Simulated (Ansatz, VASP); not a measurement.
# TaAgO2 in VASP and in Ansatz

The input INCAR:

```
ALGO = Normal ; EDIFF = 1E-6
ENCUT = 520 ; GGA = PE
ISIF = 2 ; ISMEAR = 0
ISPIN = 2 ; LASPH = True
LCHARG = True ; LDAU = True
LDAUJ = 0 0.9 0 ; LDAUL = -1 2 -1
LDAUPRINT = 1 ; LDAUTYPE = 1
LDAUU = 0 4 0 ; LELF = True
LMAXMIX = 4 ; LORBIT = 11
LREAL = False ; LVHAR = True
LWAVE = False ; MAGMOM = 0 2 0 0
NBANDS = 29 ; NELM = 150
PREC = Accurate ; SIGMA = 0.05
```

KPOINTS

```
k-points
0
Gamma
  7 7 7
```

The input POSCAR:

```
TaAgO2
1.0
    1.5777910100      0.9109380700      5.7279834600
   -1.5777910100      0.9109380700      5.7279834600
    0.0000000000     -1.8218761300      5.7279834600
Ag Ta O
1 1 2
Direct
    0.5000000000      0.5000000000      0.5000000000
    0.0000000000      0.0000000000      0.0000000000
    0.2667000000      0.2667000000      0.2667000000
    0.7333000000      0.7333000000      0.7333000000
```

Input for Ansatz:

```yaml
crystal:
  lattice:
    - [1.57779101, 0.91093807, 5.72798346]
    - [-1.57779101, 0.91093807, 5.72798346]
    - [0.0, -1.82187613, 5.72798346]
  atoms:
    - { symbol: Ag, position: [0.5, 0.5, 0.5] }
    - { symbol: Ta, position: [0.0, 0.0, 0.0], spin: 2.0 }
    - { symbol: O, position: [0.2667, 0.2667, 0.2667] }
    - { symbol: O, position: [0.7333, 0.7333, 0.7333] }
basis:
  ecutwfc: 420
  ecutrho_ratio: 4
kpoints:
  mp_grid: { grid: [7, 7, 7] }
hamiltonian:
  xc: pbe
  hubbard: { sites: [{ site: 1, l: d, u: 4.0, j: 0.9 }] }
scf:
  occupations: { method: gaussian, width: 0.05 }
  lower_state_search: "off"
  max_iter: 150
output:
  forces: true
  stress: true
  eigenvalues: true
  populations: true
  hubbard: { sites: [{ site: 1, l: d }] }
magnetization:
  spin_polarized: true
```

Alike in both runs: task single point; functional PBE; k mesh 7 × 7 × 7; occupations gaussian, width 0.05 eV; collinear spin; Hubbard terms Ta d U = 4.0 eV, J = 0.9 eV.

|  | VASP | Ansatz |
| --- | --- | --- |
| version | VASP 6.6.1 | Ansatz 0.2.0 |
| potentials or method | VASP PAW PBE potentials, release 64 (Ag, Ta_pv, O), cutoff 520 eV | scalar-relativistic, plane waves, PAW |
| valence electrons in the cell | 34 | 44 |

```csv
,VASP,Ansatz,Ansatz less VASP
gap on the k mesh at the Fermi level (eV),none,none,-
pressure (GPa),10.1,13.9,+3.76
"traceless stress, the component that is largest in VASP (GPa)",15.38,4.48,-10.906
rms of the force components (eV/Å),0.288,0.212,-0.0760
net moment per atom (μB),0.05,0.45,+0.401
size of the moment on the site where the two differ most (μB),0.16,0.76,+0.606
```

The net moments are unlike, so the other rows may belong to different states. Site moments also hang on the region over which each program counts them. The programs project onto different local orbitals, so the same U acts differently, and such runs can settle in different states. Atom by atom the forces differ by 0.076 eV/Å (rms over components). A gap of «none» marks a metal or a gap that the smearing closes. VASP's potentials hold 34 valence electrons a cell and Ansatz's 44, so a difference there can come from the potentials and not from the codes. Ansatz's warnings: filled band counts differ across k points.

Neither program's run includes spin-orbit coupling.
